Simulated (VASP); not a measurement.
Write the native input for VASP 6.6.1 that does the following.

```yaml
Task: single point
Functional: PBE
Potentials_or_basis: VASP PAW PBE potentials, release 64 (Sr_sv, Hf_pv, O)
Cutoff: 520 eV
k_mesh: 6 × 6 × 10
Occupations: gaussian, width 0.1 eV
Spin: no spin polarisation
Dipole_correction: no
Further_INCAR_settings: ALGO = Normal; EDIFF = 1e-06; NBANDS = 37
```

The structure of Sr4HfO lies in POSCAR:

```
Sr4HfO
1.0
    8.4711872423      0.0000000000      0.0000000000
   -4.2355936211      7.3362633520      0.0000000000
    0.0000000000      0.0000000000      3.5269044851
Sr Hf O
4 1 1
Direct
    0.3333333333      0.6666666667      0.0000000000
    0.1275326049      0.2550652099      0.5000000000
    0.7449347901      0.8724673951      0.5000000000
    0.1275326049      0.8724673951      0.5000000000
    0.6666666667      0.3333333333      0.0000000000
    0.0000000000      0.0000000000      0.0000000000
```

The cell was generated, and may not be a known phase.

The input as run:

INCAR

```
  PREC = Accurate
  ENCUT = 520
  EDIFF = 1E-6
  ISMEAR = 0
  SIGMA = 0.1
  LREAL = False
  LASPH = True
  NELM = 80
  ALGO = Normal
  ISIF = 2
  LWAVE = False
  LCHARG = False
  GGA = PE
  NBANDS = 37
```

KPOINTS

```
Automatic mesh
0
Gamma
  6 6 10
```

Potentials or basis: VASP PAW PBE potentials, release 64 (Sr_sv, Hf_pv, O).

Run with:

```bash
$ cat potpaw_PBE.64/Sr_sv/POTCAR potpaw_PBE.64/Hf_pv/POTCAR potpaw_PBE.64/O/POTCAR > POTCAR
$ mpirun -np 1 vasp_std > vasp.out
```

It gave:

```json
{
 "Pressure": "0.1 GPa",
 "Largest force": "0.040 eV/Å",
 "Band gap on the k mesh": "zero (bands 28 and 29 overlap by 0.58 eV)"
}
```

Caveat: spin-orbit coupling is left out, which moves the levels of the heavy elements.

Wall time 3.6 min on 1 thread of AMD EPYC 9R45 96-Core Processor (Zen 5), with other jobs on the host, peak memory 0.5 GiB.
